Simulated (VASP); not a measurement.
A run of VASP 6.6.1:

File INCAR:

```
  ALGO = Fast
  EDIFF = 1E-7
  EDIFFG = -0.005
  ENCUT = 600
  GGA = PE
  IBRION = 2
  ISIF = 3
  ISMEAR = 0
  LASPH = T
  LCHARG = F
  LREAL = F
  LWAVE = F
  NELM = 60
  NSW = 100
  PREC = Accurate
  SIGMA = 0.1
```

Contents of KPOINTS:

```
k-points
0
Gamma
  12 12 14
```

File POSCAR:

```
Ti
1.0
    4.5673748306      0.0000000000      0.0000000000
   -2.2836874153      3.9554626319      0.0000000000
    0.0000000000      0.0000000000      2.8262442700
Ti
3
Direct
    0.0000000000      0.0000000000      0.0000000000
    0.3333333300      0.6666666700      0.5000000000
    0.6666666700      0.3333333300      0.5000000000
```

Potentials or basis: VASP PAW PBE potentials, release 64 (Ti_sv).

The run is started by

```sh
$ cat potpaw_PBE.64/Ti_sv/POTCAR > POTCAR
$ mpirun -np 1 vasp_std > vasp.out
```

Hardware: 1 thread of AMD EPYC 7R13, with other jobs on the host.

Q: Estimate the wall time of this run.

A: Wall time 33 min on 1 thread of AMD EPYC 7R13, with other jobs on the host, peak memory 0.27 GiB. Counts: scf iterations 101, k points 152, ion steps 2.
